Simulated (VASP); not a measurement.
Si2Ni: single point with PBE

Crystal: Si2Ni.

```xyz
3
Lattice="0.0000 2.7030 2.7030 2.7030 0.0000 2.7030 2.7030 2.7030 0.0000" Properties=species:S:1:pos:R:3 pbc="T T T"
Ni    0.0000    0.0000    0.0000
Si    4.0545    4.0545    4.0545
Si    1.3515    1.3515    1.3515
```

```
Program             : VASP 6.6.1
Task                : single point
Functional          : PBE
Potentials or basis : VASP PAW PBE potentials, release 64 (Ni, Si)
Cutoff              : 520 eV
k mesh              : 7 × 7 × 7
Occupations         : fermi-dirac, width 0.05 eV
Spin                : collinear spin, zero start
Starting moments    : [0.0, 0.0, 0.0] μB
Fixed moment        : 0 μB
```

```json
{
 "Pressure": "3.0 GPa",
 "Net moment": "0.00 μB per cell",
 "Valence electrons inside the program's atomic spheres": "Ni 9.81; Si 1.58"
}
```

It took 17 s on 1 thread of Intel(R) Xeon(R) 6975P-C (Granite Rapids), on a shared host, peak memory 0.18 GiB.

Caveat: the total moment is fixed, so each spin has its own Fermi level.
